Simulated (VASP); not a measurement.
# BaS (P6_3/mmc) in VASP: further runs

Runs on BaS. Level: PBE. Tasks: single point.

Program: VASP 6.6.1. These are calculated values, not measurements. Logs are shortened: lines on timing, memory, paths and dates and some standing lists are left out, and cuts for length are marked.

**1. The cell of the first run**

Symmetry: P6_3/mmc, No. 194, hexagonal system. Conventional cell: a = 5.355 Å, b = 5.355 Å, c = 6.393 Å, α = 90.00°, β = 90.00°, γ = 120.00°. Within 4.1 Å of Ba (site symmetry -6m2) lie 5 S at 3.09 to 3.20 Å. Within 4.1 Å of S (site symmetry -6m2) lie 5 Ba at 3.09 to 3.20 Å.

**2. Single point, PBE (epitaxial xy strain -0.5%)**

File INCAR:

```
SYSTEM = BaS
PREC = Accurate
ENCUT = 520
EDIFF = 1E-6
ISMEAR = -1
SIGMA = 0.02
LREAL = .False.
LASPH = .True.
NELM = 60
ALGO = Normal
ISIF = 2
LWAVE = .False.
LCHARG = .False.
GGA = PE
NBANDS = 24
```

File KPOINTS:

```
regular mesh
0
Gamma
  6 6 4
  0 0 0
```

File POSCAR:

```
BaS
1.0
    5.3549464790      0.0000000000      0.0000000000
   -2.6774732395      4.6375196868      0.0000000000
    0.0000000000      0.0000000000      6.3926289769
Ba S
2 2
Direct
    0.3333333333      0.6666666667     -0.0625000000
    0.6666666667      0.3333333333      0.4375000000
    0.3333333333      0.6666666667      0.4375000000
    0.6666666667      0.3333333333      0.9375000000
```

Potentials or basis: VASP PAW PBE potentials, release 64 (Ba_sv, S).

Run with:

```bash
cat potpaw_PBE.64/Ba_sv/POTCAR potpaw_PBE.64/S/POTCAR > POTCAR
mpirun -np 1 vasp_std > vasp.out
```

OUTCAR:

```text
SYSTEM = BaS
   PREC = Accurate
   ENCUT = 520
   EDIFF = 1E-6
   ISMEAR = -1
   LREAL = .False.
   LASPH = .True.
   NELM = 60
   ISIF = 2
   GGA = PE

 ion  position               nearest neighbor table
   1  0.333  0.667  0.938-   4 3.09   4 3.09   4 3.09   3 3.20   3 3.20   2 4.45   2 4.45   2 4.45
                             2 4.45   2 4.45   2 4.45
   2  0.667  0.333  0.438-   3 3.09   3 3.09   3 3.09   4 3.20   4 3.20   1 4.45   1 4.45   1 4.45
                             1 4.45   1 4.45   1 4.45
   3  0.333  0.667  0.438-   2 3.09   2 3.09   2 3.09   1 3.20   1 3.20
   4  0.667  0.333  0.938-   1 3.09   1 3.09   1 3.09   2 3.20   2 3.20

  LATTYP: Found a hexagonal cell.
 ALAT       =     5.3549464790
 C/A-ratio  =     1.1937801810

  Lattice vectors:

 A1 = (   5.3549464790,   0.0000000000,   0.0000000000)
 A2 = (  -2.6774732395,   4.6375196868,   0.0000000000)
 A3 = (   0.0000000000,   0.0000000000,   6.3926289769)

Analysis of symmetry for initial positions (statically):
=====================================================================
 Subroutine PRICEL returns:
 Original cell was already a primitive cell.

 Routine SETGRP: Setting up the symmetry group for a
 hexagonal supercell.

 Subroutine GETGRP returns: Found 24 space group operations
 (whereof  6 operations were pure point group operations)
 out of a pool of 24 trial point group operations.

The static configuration has the point symmetry C_3v.
 The point group associated with its full space group is D_6h.

Analysis of symmetry for dynamics (positions and initial velocities):
=====================================================================
 Subroutine PRICEL returns:
 Original cell was already a primitive cell.

 Routine SETGRP: Setting up the symmetry group for a
 hexagonal supercell.

 Subroutine GETGRP returns: Found 24 space group operations
 (whereof  6 operations were pure point group operations)
 out of a pool of 24 trial point group operations.

The dynamic configuration has the point symmetry C_3v.
 The point group associated with its full space group is D_6h.

 Subroutine INISYM returns: Found 24 space group operations
 (whereof  6 operations are pure point group operations),
 and found     1 'primitive' translations

----------------------------------------------------------------------------------------

[... 89 lines left out ...]
   LASPH  =      T    aspherical Exc in radial PAW
   ENCUT  =  520.0 eV  38.22 Ry    6.18 a.u.   9.96  9.96 11.89*2*pi/ulx,y,z
   NELM   =     60;   NELMIN=  2; NELMDL= -5     # of ELM steps
   EDIFF  = 0.1E-05   stopping-criterion for ELM
   LREAL  =      F    real-space projection
   EDIFFG = 0.1E-04   stopping-criterion for IOM
   NSW    =      0    number of steps for IOM
   IBRION =     -1    ionic relax: 0-MD 1-quasi-New 2-CG
   NFREE  =      0    steps in history (QN), initial steepest desc. (CG)
   ISIF   =      2    stress and relaxation
   ISYM   =      2    0-nonsym 1-usesym 2-fastsym
   POTIM  = 0.5000    time-step for ionic-motion
   TEBEG  =    0.0;   TEEND  =   0.0 temperature during run
   PSTRESS=    0.0 pullay stress
   NELECT =      32.0000    total number of electrons
   NUPDOWN=      -1.0000    fix difference up-down
   EMIN   =  10.00;   EMAX   =-10.00  energy-range for DOS
   EFERMI =   0.00;   METHOD = LEGACY
   ISMEAR =    -1;   SIGMA  =   0.02  broadening in eV -4-tet -1-fermi 0-gaus
   EFERMI_NEDOS =   21; number of points for ismear=-14 and -15
   IALGO  =     38    algorithm
   IMIX   =      4    mixing-type and parameters
     AMIX     =   0.40;   BMIX     =  1.00
     AMIX_MAG =   1.60;   BMIX_MAG =  1.00
  volume/ion in A,a.u.               =      39.69       267.83
  Fermi-wavevector in a.u.,A,eV,Ry     =   0.959882  1.813915 12.536057  0.921374
  Thomas-Fermi vector in A             =   2.089118
   LORBIT       =      0    0 simple, 1 ext, 2 COOP (PROOUT), +10 PAW based schemes
   GGA     = PE    functional components
   LHFCALC =     F    Hartree Fock is set to
   AEXX    =    0.0000 exact exchange contribution
   IVDW    =     0    specifies the selected vdW correction
   LEPSILON=     F    determine dielectric tensor
   LRPA    =     F    only Hartree local field effects (RPA)
 non-spin polarized calculation
  energy-cutoff  :      520.00
  volume of cell :      158.75
 maximum number of plane-waves:      4294
 NGX is ok and might be reduce to    40
   NGX = 19   NGY = 19   NGZ = 23

 number of electron      31.9999998 magnetization

 Free energy of the ion-electron system (eV)
  ---------------------------------------------------
  ext. energy  EPLUGINS =         0.00000000
  ---------------------------------------------------
  free energy    TOTEN  =       -19.98007154 eV

  energy without entropy =      -19.98007154  energy(sigma->0) =      -19.98007154

 E-fermi :   0.8655     XC(G=0):  -7.5607

 val. band max:        0.4871081792   @ k =   0.0000   0.0000   0.0000
 cond. band min:       2.9571092605   @ k =   0.3333   0.3333   0.0000
 fundamental gap:      2.4700010813
 Fermi energy:         0.8655357440

 k-point     1 :       0.0000    0.0000    0.0000
  band No.  band energies     occupation
      1     -25.7457      2.00000
      2     -25.6930      2.00000
      3     -11.2236      2.00000
      4     -11.0639      2.00000
      5     -11.0639      2.00000
      6     -10.9072      2.00000
[... 556 lines left out ...]
     23       6.6654      0.00000
     24       6.6654      0.00000

------------------------ aborting loop because EDIFF is reached ----------------------------------------

  FORCE on cell =-STRESS in cart. coord.  units (eV):
  Direction    XX          YY          ZZ          XY          YZ          ZX
  --------------------------------------------------------------------------------------
  -------------------------------------------------------------------------------------
  Total        0.8113786      0.8113786      0.5440298      0.0000000      0.0000000      0.0000000
  in kB        8.1886766      8.1886766      5.4905119      0.0000000      0.0000000      0.0000000
  external PRESSURE =       7.2892884 kB  Pullay stress =       0.0000000 kB

 VOLUME and BASIS-vectors are now :
 -----------------------------------------------------------------------------
  energy-cutoff  :      520.00
  volume of cell :      158.75
      direct lattice vectors                 reciprocal lattice vectors
     5.354946479  0.000000000  0.000000000     0.186743230  0.107816254  0.000000000
    -2.677473239  4.637519687  0.000000000     0.000000000  0.215632508  0.000000000
     0.000000000  0.000000000  6.392628977     0.000000000  0.000000000  0.156430164

 POSITION                                       TOTAL-FORCE (eV/Angst)
 -----------------------------------------------------------------------------------
     -0.00000      3.09168      5.99309        -0.000000      0.000000      0.000000
      2.67747      1.54584      2.79678         0.000000     -0.000000     -0.000000
     -0.00000      3.09168      2.79678        -0.000000      0.000000      0.000000
      2.67747      1.54584      5.99309         0.000000     -0.000000     -0.000000
 -----------------------------------------------------------------------------------
    total drift:                               -0.000000      0.000000      0.000000

  FREE ENERGIE OF THE ION-ELECTRON SYSTEM (eV)
  ---------------------------------------------------
  free  energy   TOTEN  =       -19.9800715450 eV

  energy  without entropy=      -19.9800715449  energy(sigma->0) =      -19.98007154
```

OSZICAR:

```text
N       E                     dE             d eps       ncg     rms          rms(c)
DAV:   1     0.224178820749E+03    0.22418E+03   -0.13112E+04  1008   0.112E+03
DAV:   2    -0.251050445818E+01   -0.22669E+03   -0.21262E+03  1360   0.221E+02
DAV:   3    -0.208961795578E+02   -0.18386E+02   -0.18259E+02  1400   0.691E+01
DAV:   4    -0.216223672823E+02   -0.72619E+00   -0.72563E+00  1600   0.117E+01
DAV:   5    -0.216310188463E+02   -0.86516E-02   -0.86508E-02  1312   0.136E+00    0.700E+00
DAV:   6    -0.200344045833E+02    0.15966E+01   -0.32554E+00  1232   0.712E+00    0.482E+00
DAV:   7    -0.199533934821E+02    0.81011E-01   -0.95137E-01  1448   0.360E+00    0.326E+00
DAV:   8    -0.199548659405E+02   -0.14725E-02   -0.69060E-02  1264   0.131E+00    0.144E+00
DAV:   9    -0.199700696750E+02   -0.15204E-01   -0.32221E-02  1176   0.103E+00    0.336E-01
DAV:  10    -0.199765247538E+02   -0.64551E-02   -0.38198E-03  1296   0.281E-01    0.111E-01
DAV:  11    -0.199797680475E+02   -0.32433E-02   -0.41039E-03  1104   0.281E-01    0.631E-02
DAV:  12    -0.199800123385E+02   -0.24429E-03   -0.78315E-04  1336   0.998E-02    0.338E-02
DAV:  13    -0.199800668456E+02   -0.54507E-04   -0.92528E-05  1176   0.455E-02    0.316E-02
DAV:  14    -0.199800714691E+02   -0.46235E-05   -0.67575E-06  1248   0.115E-02    0.493E-03
DAV:  15    -0.199800715450E+02   -0.75869E-07   -0.14333E-06  1112   0.500E-03
   1 F= -.19980072E+02 E0= -.19980072E+02  d E =-.380294E-10
```

stdout:

```text
POSCAR found type information on POSCAR BaS
 POSCAR found :  2 types and       4 ions
 scaLAPACK will be used
 LDA part: xc-table for (Slater+PW92), standard interpolation
 POSCAR, INCAR and KPOINTS ok, starting setup
 FFT: planning ... GRIDC
 FFT: planning ... GRID_SOFT
 FFT: planning ... GRID
 WAVECAR not read
 entering main loop
```

It took 1.8 min on 1 thread of Oxide Virtual Turin-like, shared host; peak memory 0.26 GiB.

What came out:

```yaml
Free_energy: -19.9801 eV
Pressure: 0.7 GPa
Band_gap_on_the_k_mesh: 2.47 eV (least direct gap 2.59 eV)
```

Stress tensor (GPa, compression positive):
```
0.82 0.00 0.00
0.00 0.82 0.00
0.00 0.00 0.55
```

Levels at points of the mesh, in eV from the valence-band top:
```csv
k point,band 14,band 15,band 16,band 17,band 18,band 19
"(0.00, 0.00, 0.00)",-0.88,-0.43,0.00,2.80,3.70,3.70
"(0.50, 0.00, 0.00)",-0.42,-0.35,-0.30,3.11,3.42,3.52
"(0.00, 0.00, 0.50)",-1.01,-1.01,-1.01,3.81,3.81,5.47
"(0.50, 0.00, 0.50)",-0.86,-0.50,-0.50,3.90,3.90,4.94
```

Caveat: the cell differs from its parent crystal (epitaxial xy strain -0.5%); the structure was generated, so it needn't be the stable form of BaS; spin-orbit coupling is left out, which moves the levels of the heavy elements.

**3. Single point, PBE**

This run uses another cell than the first one, of 40.03 Å³/atom.

File INCAR:

```
SYSTEM = BaS
PREC     = Accurate       ! precision mode
ENCUT    = 520            ! plane-wave cutoff, eV
EDIFF    = 1E-6           ! SCF threshold, eV
ISMEAR   = -1             ! smearing method
SIGMA    = 0.02           ! smearing width, eV
LREAL    = .FALSE.        ! projectors in reciprocal space
LASPH    = .TRUE.         ! aspherical terms in the spheres
NELM     = 60             ! most SCF steps
ALGO     = Normal         ! electronic algorithm
ISIF     = 2              ! what is computed and relaxed
LWAVE    = .FALSE.        ! write WAVECAR
LCHARG   = .FALSE.        ! write CHGCAR
GGA      = PE             ! functional
NBANDS   = 24             ! bands
```

File KPOINTS:

```
regular mesh
0
G
  6 6 4
  0 0 0
```

File POSCAR:

```
BaS
1.0
    5.3818557578      0.0000000000      0.0000000000
   -2.6909278789      4.6608238058      0.0000000000
    0.0000000000      0.0000000000      6.3833224162
Ba S
2 2
Direct
    0.3333333333      0.6666666667     -0.0625000000
    0.6666666667      0.3333333333      0.4375000000
    0.3333333333      0.6666666667      0.4375000000
    0.6666666667      0.3333333333      0.9375000000
```

Potentials or basis: VASP PAW PBE potentials, release 64 (Ba_sv, S).

Run with:

```bash
cat potpaw_PBE.64/Ba_sv/POTCAR potpaw_PBE.64/S/POTCAR > POTCAR
mpirun -np 1 vasp_std > vasp.out
```

Run time: 83 s. Hardware: 1 thread of Oxide Virtual Turin-like, shared host; peak memory 0.25 GiB.

Results (log left out):

```yaml
Free_energy: -19.9856 eV
Pressure: 0.5 GPa
Band_gap_on_the_k_mesh: 2.47 eV (least direct gap 2.61 eV)
```

Stress tensor (GPa, compression positive):
```
0.42 0.00 0.00
0.00 0.42 0.00
0.00 0.00 0.53
```

Levels at points of the mesh, in eV from the valence-band top:
| k point | band 14 | band 15 | band 16 | band 17 | band 18 | band 19 |
| --- | --- | --- | --- | --- | --- | --- |
| (0.00, 0.00, 0.00) | -0.88 | -0.43 | 0.00 | 2.76 | 3.68 | 3.68 |
| (0.50, 0.00, 0.00) | -0.41 | -0.34 | -0.32 | 3.09 | 3.40 | 3.51 |
| (0.00, 0.00, 0.50) | -1.01 | -1.01 | -1.01 | 3.77 | 3.77 | 5.45 |
| (0.50, 0.00, 0.50) | -0.86 | -0.52 | -0.52 | 3.88 | 3.88 | 4.93 |

Caveat: the structure was generated, so it needn't be the stable form of BaS; spin-orbit coupling is left out, which moves the levels of the heavy elements. A k mesh can miss the band edges.
